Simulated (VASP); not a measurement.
# LiCl: G0W0 quasiparticle levels with PBE

Crystal: LiCl.

```
Li Cl
1.0
     0.00000    2.55604    2.60716
     2.55604    0.00000    2.60716
     2.55604    2.55604    0.00000
Li Cl
1 1
Cartesian
  0.0000 0.0000 0.0000
  2.5560 2.5560 2.6072
```

```yaml
Program: VASP 6.6.1
Task: G0W0 quasiparticle levels
Functional: PBE
Potentials_or_basis: VASP PAW PBE potentials, release 64 (Li_GW, Cl_GW)
Cutoff: 500 eV
k_mesh: 6 × 6 × 6
Occupations: gaussian, width 0.01 eV
Spin: no spin polarisation
Dipole_correction: no
GW_scheme: G0W0
GW_iterations: 1
Cutoff_of_the_response_function: 150
Frequency_points: 48
Empty_bands: 142
Further_INCAR_settings: ALGO = EVGW0; EDIFF = 1e-08; NBANDS = 146
```

```
Band gap on the k mesh, mean-field level : 6.23 eV, direct
Quasiparticle gap                        : 8.79 eV
Least direct quasiparticle gap           : 8.79 eV
```

Levels at points of the mesh, in eV from the valence-band top:
| k point | band 2 | band 3 | band 4 | band 5 | band 6 | band 7 |
| --- | --- | --- | --- | --- | --- | --- |
| (0.00, 0.00, 0.00) | -0.05 | -0.05 | 0.00 | 6.23 | 11.64 | 11.81 |
| (0.50, 0.00, 0.00) | -2.82 | -0.31 | -0.26 | 6.70 | 9.32 | 9.47 |
| (0.50, 0.50, 0.00) | -2.88 | -1.08 | -1.08 | 7.80 | 8.28 | 12.14 |
| (0.50, 0.00, 0.50) | -2.89 | -1.20 | -1.07 | 7.75 | 8.19 | 12.41 |

Run time: 26 min on 1 thread of Intel Xeon 8259CL (shared host), peak memory 0.83 GiB.

Caveat: bands, screening cutoff and mesh are small and nothing is extrapolated, so the quasiparticle values aren't converged. A k mesh can miss the band edges.
